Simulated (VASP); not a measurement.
Runs of VASP 6.6.1 on Os. The structure is that of space group Im-3m (No. 229), or close to it. The cells are those of the table. 

```csv
potentials or basis,cell,cutoff (eV),second run,gap on the mesh (eV),pressure (GPa)
"VASP PAW PBE potentials, release 64 (Os_sv_GW)","a = 2.606 Å, angles 109.5°, 1 atom",500,valence_matched,none,52.2
"VASP PAW PBE potentials, release 64 (Os)","a = 2.683 Å, angles 109.5°, 1 atom",520,-,none,(b)
"VASP PAW PBE potentials, release 64 (Os)","a = 2.719 Å, angles 109.5°, 1 atom",520,-,none,2.5
"VASP PAW PBE potentials, release 64 (Os)","a = 2.755 Å, angles 109.5°, 1 atom",520,-,none,-8.7
"VASP PAW PBE potentials, release 64 (Os_sv_GW)","a = 2.790 Å, angles 109.5°, 1 atom",500,valence_matched,none,(a)
```

Alike in all rows: task single point; level BLYP; no spin polarisation; k mesh 16 × 16 × 16; smearing fermi-dirac 0.1 eV.

Question: Fill in the values left out.

Answer: (a) -20.3; (b) 16.7.

Caveats: the PAW data sets were made with another functional, which shifts forces and pressure a little; spin-orbit coupling is left out, which moves the levels of the heavy elements.

A k mesh can miss the band edges, and the runs leave out spin-orbit coupling on Os.

A gap of «none» marks levels without a gap at the run's occupations.

The runs don't all hold the same shells in valence.
